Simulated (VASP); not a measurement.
# Tl2ZnO2 (P3m1) in VASP: single point with LDA

Aim: the single point of Tl2ZnO2 with LDA.

All numbers are computed with VASP 6.6.1; they aren't measurements. Logs are shortened: lines on timing, memory, paths and dates and some standing lists are left out, and cuts for length are marked.

### Step 1. The cell of the first run

Symmetry: P3m1, No. 156, trigonal system. Conventional cell: a = 3.381 Å, b = 3.381 Å, c = 10.737 Å, α = 90.00°, β = 90.00°, γ = 120.00°. Zn (site symmetry 3m) has 3 O at 1.95 Å within 2.6 Å. Tl (site symmetry 3m) has 3 O at 2.52 Å and 6 Tl at 3.38 Å within 3.4 Å. Within 3.4 Å of Tl (site symmetry 3m) lie 3 O at 2.52 Å and 6 Tl at 3.38 Å. Within 3.4 Å of O (site symmetry 3m) lie 6 Tl at 2.52 Å and 6 O at 3.38 Å. O (site symmetry 3m) has 3 Zn at 1.95 Å within 2.6 Å.

### Step 2. Single point, LDA

File POSCAR:

```
Tl2ZnO2
1.0
    3.3808610833      0.0000000000      0.0000000000
   -1.6904305416      2.9279115848      0.0000000000
    0.0000000000      0.0000000000     10.7369135101
Zn Tl O
1 2 2
Direct
    0.6666666667      0.3333333333      0.6557210450
    0.0000000000      0.0000000000      0.0258276604
    0.3333333333      0.6666666667      0.3232536576
    0.6666666667      0.3333333333      0.1747516061
    0.0000000000      0.0000000000      0.6569456110
```

File INCAR.step1:

```
  ALGO = Normal
  EDIFF = 1E-6
  ENCUT = 520
  ISIF = 2
  ISMEAR = 0
  LASPH = True
  LCHARG = True
  LREAL = False
  LWAVE = False
  NBANDS = 33
  NELM = 80
  PREC = Accurate
  SIGMA = 0.02
```

File KPOINTS.step1:

```
k-points
0
Gamma
  12 12 4
```

File INCAR.step2:

```
  ALGO = Normal
  EDIFF = 1E-6
  ENCUT = 520
  ICHARG = 11
  ISIF = 2
  ISMEAR = -5
  LASPH = True
  LCHARG = False
  LORBIT = 11
  LREAL = False
  LWAVE = False
  NEDOS = 1001
  NELM = 80
  PREC = Accurate
  SIGMA = 0.02
```

File KPOINTS.step2:

```
k-points
0
Gamma
  18 18 6
```

Potentials or basis: VASP PAW LDA potentials, release 64 (Zn, Tl_d, O).

Started as:

```console
cat potpaw_LDA.64/Zn/POTCAR potpaw_LDA.64/Tl_d/POTCAR potpaw_LDA.64/O/POTCAR > POTCAR
cp INCAR.step1 INCAR
cp KPOINTS.step1 KPOINTS
mpirun -np 1 vasp_std > vasp.out
cp INCAR.step2 INCAR
cp KPOINTS.step2 KPOINTS
mpirun -np 1 vasp_std > vasp.out
```

OUTCAR:

```text
EDIFF = 1E-6
   ENCUT = 520
   ICHARG = 11
   ISIF = 2
   ISMEAR = -5
   LASPH = True
   LORBIT = 11
   LREAL = False
   NELM = 80
   PREC = Accurate

 ion  position               nearest neighbor table
   1  0.667  0.333  0.656-   5 1.95   5 1.95   5 1.95
   2  0.000  0.000  0.026-   4 2.52   4 2.52   4 2.52   3 3.74   3 3.74   3 3.74
   3  0.333  0.667  0.323-   4 2.52   4 2.52   4 2.52   2 3.74   2 3.74   2 3.74
   4  0.667  0.333  0.175-   3 2.52   3 2.52   3 2.52   2 2.52   2 2.52   2 2.52
   5  0.000  0.000  0.657-   1 1.95   1 1.95   1 1.95

  LATTYP: Found a hexagonal cell.
 ALAT       =     3.3808610833
 C/A-ratio  =     3.1757925705

  Lattice vectors:

 A1 = (   3.3808610833,   0.0000000000,   0.0000000000)
 A2 = (  -1.6904305416,   2.9279115848,   0.0000000000)
 A3 = (   0.0000000000,   0.0000000000,  10.7369135101)

Analysis of symmetry for initial positions (statically):
=====================================================================
 Subroutine PRICEL returns:
 Original cell was already a primitive cell.

 Routine SETGRP: Setting up the symmetry group for a
 hexagonal supercell.

 Subroutine GETGRP returns: Found  6 space group operations
 (whereof  6 operations were pure point group operations)
 out of a pool of 24 trial point group operations.

The static configuration has the point symmetry C_3v.

Analysis of symmetry for dynamics (positions and initial velocities):
=====================================================================
 Subroutine PRICEL returns:
 Original cell was already a primitive cell.

 Routine SETGRP: Setting up the symmetry group for a
 hexagonal supercell.

 Subroutine GETGRP returns: Found  6 space group operations
 (whereof  6 operations were pure point group operations)
 out of a pool of 24 trial point group operations.

The dynamic configuration has the point symmetry C_3v.

 Subroutine INISYM returns: Found  6 space group operations
 (whereof  6 operations are pure point group operations),
 and found     1 'primitive' translations

----------------------------------------------------------------------------------------

                                     Primitive cell

  volume of cell :     106.2832

  direct lattice vectors                    reciprocal lattice vectors
     3.380861083  0.000000000  0.000000000     0.295782635  0.170770184  0.000000000
    -1.690430542  2.927911585  0.000000000     0.000000000  0.341540368  0.000000000
     0.000000000  0.000000000 10.736913510     0.000000000  0.000000000  0.093136636

  length of vectors
     3.380861083  3.380861083 10.736913510     0.341540368  0.341540368  0.093136636

  position of ions in fractional coordinates (direct lattice)
     0.666666667  0.333333333  0.655721045
     0.000000000  0.000000000  0.025827660
     0.333333333  0.666666667  0.323253658
     0.666666667  0.333333333  0.174751606
     0.000000000  0.000000000  0.656945611

  ion indices of the primitive-cell ions
   primitive index   ion index
                 1           1
                 2           2
                 3           3
                 4           4
                 5           5

----------------------------------------------------------------------------------------

 KPOINTS: k-points

Automatic generation of k-mesh.
 Grid dimensions read from file:
 generate k-points for:   18   18    6

 Generating k-lattice:

  Cartesian coordinates                     Fractional coordinates (reciprocal lattice)
     0.016432369  0.009487232  0.000000000     0.055555556 -0.000000000  0.000000000
     0.000000000  0.018974465  0.000000000     0.000000000  0.055555556  0.000000000
     0.000000000  0.000000000  0.015522773     0.000000000  0.000000000  0.166666667

  Length of vectors
     0.018974465  0.018974465  0.015522773

  Shift w.r.t. Gamma in fractional coordinates (k-lattice)
     0.000000000  0.000000000  0.000000000

 TETIRR: Found   2825 inequivalent tetrahedra from    11664

 Subroutine IBZKPT returns following result:
 ===========================================

 Found    202 irreducible k-points:

 Following reciprocal coordinates:
            Coordinates               Weight
  0.000000  0.000000  0.000000      1.000000
  0.055556 -0.000000  0.000000      6.000000
  0.111111 -0.000000  0.000000      6.000000
  0.166667 -0.000000  0.000000      6.000000
  0.222222 -0.000000  0.000000      6.000000
  0.277778  0.000000  0.000000      6.000000
[... 16 lines left out ...]
  0.333333  0.111111  0.000000     12.000000
  0.388889  0.111111  0.000000     12.000000
 [... further k-points ...]
   k-points           NKPTS =    202   k-points in BZ     NKDIM =    202   number of bands    NBANDS=     30
   number of dos      NEDOS =   1001   number of ions     NIONS =      5
   total plane-waves  NPLWV =  62720
   dimension x,y,z NGX =    28 NGY =   28 NGZ =   80
   dimension x,y,z NGXF=    56 NGYF=   56 NGZF=  160
   ions per type =               1   2   2
   NGX,Y,Z   is equivalent  to a cutoff of  13.77, 13.77, 12.39 a.u.
   NGXF,Y,Z  is equivalent  to a cutoff of  27.54, 27.54, 24.77 a.u.
 SYSTEM =  unknown system
   PREC   = accura    normal or accurate (medium, high low for compatibility)
   ISTART =      0    job   : 0-new  1-cont  2-samecut
   ICHARG =     11    charge: 1-file 2-atom 10-const
   ISPIN  =      1    spin polarized calculation?
   LNONCOLLINEAR =      F non collinear calculations
   LSORBIT =      F    spin-orbit coupling
   LASPH  =      T    aspherical Exc in radial PAW
   ENCUT  =  520.0 eV  38.22 Ry    6.18 a.u.   6.29  6.29 19.96*2*pi/ulx,y,z
   NELM   =     80;   NELMIN=  2; NELMDL=  0     # of ELM steps
   EDIFF  = 0.1E-05   stopping-criterion for ELM
   LREAL  =      F    real-space projection
   EDIFFG = 0.1E-04   stopping-criterion for IOM
   NSW    =      0    number of steps for IOM
   IBRION =     -1    ionic relax: 0-MD 1-quasi-New 2-CG
   NFREE  =      0    steps in history (QN), initial steepest desc. (CG)
   ISIF   =      2    stress and relaxation
   ISYM   =      2    0-nonsym 1-usesym 2-fastsym
   POTIM  = 0.5000    time-step for ionic-motion
   TEBEG  =    0.0;   TEEND  =   0.0 temperature during run
   PSTRESS=    0.0 pullay stress
   NELECT =      50.0000    total number of electrons
   NUPDOWN=      -1.0000    fix difference up-down
   EMIN   =  10.00;   EMAX   =-10.00  energy-range for DOS
   EFERMI =   0.00;   METHOD = LEGACY
   ISMEAR =    -5;   SIGMA  =   0.02  broadening in eV -4-tet -1-fermi 0-gaus
   EFERMI_NEDOS =   21; number of points for ismear=-14 and -15
   IALGO  =     38    algorithm
   IMIX   =      4    mixing-type and parameters
     AMIX     =   0.40;   BMIX     =  1.00
     AMIX_MAG =   1.60;   BMIX_MAG =  1.00
  volume/ion in A,a.u.               =      21.26       143.45
  Fermi-wavevector in a.u.,A,eV,Ry     =   1.273239  2.406073 22.056914  1.621137
  Thomas-Fermi vector in A             =   2.406073
   LORBIT       =     11    0 simple, 1 ext, 2 COOP (PROOUT), +10 PAW based schemes
   GGA     = CA    functional components
   LHFCALC =     F    Hartree Fock is set to
   AEXX    =    0.0000 exact exchange contribution
   IVDW    =     0    specifies the selected vdW correction
   LEPSILON=     F    determine dielectric tensor
   LRPA    =     F    only Hartree local field effects (RPA)
 non-spin polarized calculation
 Fermi weights with tetrahedron method with Bloechl corrections
  energy-cutoff  :      520.00
  volume of cell :      106.28
 maximum number of plane-waves:      2896
 NGX is ok and might be reduce to    28

 number of electron      49.9999996 magnetization

 Free energy of the ion-electron system (eV)
  ---------------------------------------------------
  ext. energy  EPLUGINS =         0.00000000
  ---------------------------------------------------
  free energy    TOTEN  =       -22.85362337 eV

  energy without entropy =      -22.85362337  energy(sigma->0) =      -22.85362337

 E-fermi :   2.3021     XC(G=0):  -9.7866

 val. band max:        2.3015323979   @ k =   0.4444   0.1111   0.5000
 cond. band min:       2.6212343649   @ k =   0.0000   0.0000   0.0000
 fundamental gap:      0.3197019669
 Fermi energy:         2.3020939737

 k-point     1 :       0.0000    0.0000    0.0000
  band No.  band energies     occupation
      1     -15.0073      2.00000
      2     -14.2995      2.00000
      3      -8.1394      2.00000
      4      -8.0289      2.00000
      5      -8.0128      2.00000
      6      -8.0128      2.00000
[... 22 lines left out ...]
     29      10.8126      0.00000
     30      11.9399      0.00000

 k-point     2 :       0.0556   -0.0000    0.0000
  band No.  band energies     occupation
      1     -14.9950      2.00000
      2     -14.2882      2.00000
      3      -8.1215      2.00000
      4      -8.0189      2.00000
      5      -8.0117      2.00000
      6      -7.9971      2.00000
[... 22 lines left out ...]
     29      10.7705      0.00000
     30      11.9813      0.00000

 k-point     3 :       0.1111   -0.0000    0.0000
  band No.  band energies     occupation
      1     -14.9591      2.00000
      2     -14.2555      2.00000
      3      -8.0886      2.00000
      4      -8.0119      2.00000
      5      -7.9979      2.00000
      6      -7.9516      2.00000
[... 682 lines left out ...]
     29       7.4003      0.00000
     30       8.4768      0.00000

 k-point    24 :       0.3889    0.1111    0.0000
  band No.  band energies     occupation
      1     -14.5793      2.00000
      2     -13.9212      2.00000
      3      -8.2080      2.00000
      4      -8.1444      2.00000
      5      -7.9577      2.00000
      6      -7.7972      2.00000
[... 22 lines left out ...]
     29       7.4736      0.00000
     30       8.4140      0.00000

 [... further k-points ...]

------------------------ aborting loop because EDIFF is reached ----------------------------------------

  FORCE on cell =-STRESS in cart. coord.  units (eV):
  Direction    XX          YY          ZZ          XY          YZ          ZX
  --------------------------------------------------------------------------------------
  -------------------------------------------------------------------------------------
  Total       -4.5219308     -4.5219308     -2.7518657     -0.0000000      0.0000000      0.0000000
  in kB      -68.1663060    -68.1663060    -41.4832789     -0.0000000      0.0000000      0.0000000
  external PRESSURE =     -59.2719637 kB  Pullay stress =       0.0000000 kB

 VOLUME and BASIS-vectors are now :
 -----------------------------------------------------------------------------
  energy-cutoff  :      520.00
  volume of cell :      106.28
      direct lattice vectors                 reciprocal lattice vectors
     3.380861083  0.000000000  0.000000000     0.295782635  0.170770184  0.000000000
    -1.690430542  2.927911585  0.000000000     0.000000000  0.341540368  0.000000000
     0.000000000  0.000000000 10.736913510     0.000000000  0.000000000  0.093136636

 POSITION                                       TOTAL-FORCE (eV/Angst)
 -----------------------------------------------------------------------------------
      1.69043      0.97597      7.04042         0.000000     -0.000000     -0.014731
      0.00000      0.00000      0.27731        -0.000000      0.000000      0.491778
     -0.00000      1.95194      3.47075         0.000000      0.000000     -0.458926
      1.69043      0.97597      1.87629        -0.000000      0.000000      0.005031
      0.00000      0.00000      7.05357        -0.000000      0.000000     -0.023151
 -----------------------------------------------------------------------------------
    total drift:                               -0.004487      0.002591      0.001242

  FREE ENERGIE OF THE ION-ELECTRON SYSTEM (eV)
  ---------------------------------------------------
  free  energy   TOTEN  =       -22.8536233689 eV

  energy  without entropy=      -22.8536233689  energy(sigma->0) =      -22.85362337

 total charge

# of ion       s       p       d       tot
------------------------------------------
    1        0.482   0.419   9.850  10.750
    2        1.200   0.295   9.673  11.168
    3        1.198   0.297   9.673  11.168
    4        1.573   3.285   0.000   4.857
    5        1.535   3.382   0.000   4.917
--------------------------------------------------
tot          5.987   7.678  29.196  42.861
```

Run time: 18 min. Hardware: 1 thread of Intel Xeon 8259CL, shared host; peak memory 0.65 GiB.

What came out:

```
Valence electrons inside the program's atomic spheres : Zn 10.75; Tl 11.17; O 4.86, 4.92
```

Levels at points of the mesh, in eV from the valence-band top:
```csv
k point,band 22,band 23,band 24,band 25,band 26,band 27,band 28,band 29
"(0.00, 0.00, 0.00)",-1.01,-0.85,-0.79,-0.79,0.32,2.83,4.32,8.51
"(0.50, 0.00, 0.00)",-2.40,-1.51,-1.38,-0.10,0.51,2.59,4.72,5.26
"(0.00, 0.00, 0.50)",-1.01,-1.01,-0.79,-0.79,1.09,1.85,5.81,6.40
"(0.50, 0.00, 0.50)",-2.40,-1.51,-1.44,-0.03,0.48,2.68,4.56,5.07
```

Caveat: spin-orbit coupling is left out, which moves the levels of the heavy elements.
